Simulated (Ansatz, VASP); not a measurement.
**Two plane-wave programs on PtSe3**

```xyz
4
Lattice="4.2415 0.0000 0.0000 0.0000 4.2415 0.0000 0.0000 0.0000 4.2415" Properties=species:S:1:pos:R:3 pbc="T T T"
Pt    0.0000    0.0000    0.0000
Se    0.0000    2.1208    2.1208
Se    2.1208    0.0000    2.1208
Se    2.1208    2.1208    0.0000
```

Alike in both runs: functional PBE; k mesh 10 × 10 × 10; occupations gaussian, width 0.1 eV; no spin polarisation.

Ansatz relaxed the structure, and its values are those at the end. VASP's run is a single point on that final structure, the one shown.

|  | VASP | Ansatz |
| --- | --- | --- |
| version | VASP 6.6.1 | Ansatz 0.2.0 |
| potentials or method | VASP PAW PBE potentials, release 64 (Pt, Se), cutoff 520 eV | scalar-relativistic, plane waves, PAW |
| valence electrons in the cell | 28 | 66 |

|  | VASP | Ansatz | Ansatz less VASP |
| --- | --- | --- | --- |
| gap on the k mesh at the Fermi level (eV) | none | none | - |
| pressure (GPa) | -0.1 | 0.0 | +0.06 |

A gap of «none» marks a metal or a gap that the smearing closes. VASP's potentials hold 28 valence electrons a cell and Ansatz's 66, so a difference there can come from the potentials and not from the codes.

Spin-orbit coupling is off throughout.
